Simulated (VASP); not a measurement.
Write the native input for VASP 6.6.1 that does the following.

```yaml
Task: single point
Functional: r2SCAN
Potentials_or_basis: VASP PAW PBE potentials, release 64 (Sn_d, S)
Cutoff: 550 eV
k_mesh: 12 × 12 × 4
Occupations: gaussian, width 0.01 eV
Spin: non-collinear spin, zero start, spin-orbit coupling
Starting_moments: "[[0.0, 0.0, 0.0], [0.0, 0.0, 0.0], [0.0, 0.0, 0.0]] μB"
Dipole_correction: no
Further_INCAR_settings: ALGO = Normal; EDIFF = 1e-06; NBANDS = 39
```

SnS2:

```xyz
3
Lattice="3.5143 0.0000 0.0000 -1.7572 3.0435 0.0000 0.0000 0.0000 6.1314" Properties=species:S:1:pos:R:3 pbc="T T T"
Sn    0.0000    0.0000    0.0000
S     0.0000    2.0290    1.5148
S     1.7572    1.0145    4.6166
```

This cell differs from its parent crystal: epitaxial xy strain -4.0%.

The input as run:

POSCAR

```
SnS2
1.0
    3.5143246143      0.0000000000      0.0000000000
   -1.7571623071      3.0434943931      0.0000000000
    0.0000000000      0.0000000000      6.1313630116
Sn S
1 2
Direct
    0.0000000000      0.0000000000      0.0000000000
    0.3333333333      0.6666666667      0.2470580695
    0.6666666667      0.3333333333      0.7529419305
```

INCAR.step1

```
PREC     = Accurate       # precision mode
ENCUT    = 550            # plane-wave cutoff, eV
ISMEAR   = 0              # smearing method
SIGMA    = 0.01           # smearing width, eV
LREAL    = F              # projectors in reciprocal space
LASPH    = T              # aspherical terms in the spheres
NELM     = 200            # most SCF steps
MAGMOM   = 0 0 0 0 0 0 0 0 0 # initial moments
LSORBIT  = T              # spin-orbit coupling
GGA_COMPAT= F            
NBANDS   = 39             # bands
GGA      = PE             # functional
ALGO     = Normal         # electronic algorithm
EDIFF    = 1E-5           # SCF threshold, eV
LWAVE    = T              # write WAVECAR
LCHARG   = F              # write CHGCAR
```

INCAR.step2

```
PREC     = Accurate       # precision mode
ENCUT    = 550            # plane-wave cutoff, eV
EDIFF    = 1E-6           # SCF threshold, eV
ISMEAR   = 0              # smearing method
SIGMA    = 0.01           # smearing width, eV
LREAL    = F              # projectors in reciprocal space
LASPH    = T              # aspherical terms in the spheres
NELM     = 200            # most SCF steps
ALGO     = Normal         # electronic algorithm
ISIF     = 2              # what is computed and relaxed
LWAVE    = F              # write WAVECAR
LCHARG   = T              # write CHGCAR
MAGMOM   = 0 0 0 0 0 0 0 0 0 # initial moments
LORBIT   = 11             # projections on sites
LSORBIT  = T              # spin-orbit coupling
GGA_COMPAT= F            
LORBMOM  = T            
METAGGA  = R2SCAN         # meta-GGA
LMIXTAU  = T            
LVHAR    = T            
NBANDS   = 39             # bands
ISTART   = 1
```

KPOINTS

```
regular mesh
0
Gamma
  12 12 4
```

Potentials or basis: VASP PAW PBE potentials, release 64 (Sn_d, S).

The run is started by

```console
$ cat potpaw_PBE.64/Sn_d/POTCAR potpaw_PBE.64/S/POTCAR > POTCAR
$ cp INCAR.step1 INCAR
$ mpirun -np 1 vasp_ncl > vasp.out
$ cp INCAR.step2 INCAR
$ mpirun -np 1 vasp_ncl > vasp.out
```

It gave:

| Quantity | Value |
| --- | --- |
| Pressure | 6.0 GPa |
| Largest force | 0.046 eV/Å |
| Net moment | 0.00 μB per cell |
| Valence electrons inside the program's atomic spheres | Sn 12.30; S 3.74 |

Caveat: the cell differs from its parent crystal (epitaxial xy strain -4.0%); the stress differs along the axes, from 1 to 9 GPa; the PAW data sets were made with another functional, which shifts forces and pressure a little.

Run time: 41 min on 1 thread of Oxide Virtual Turin-like Processor, on a shared host, peak memory 0.54 GiB.
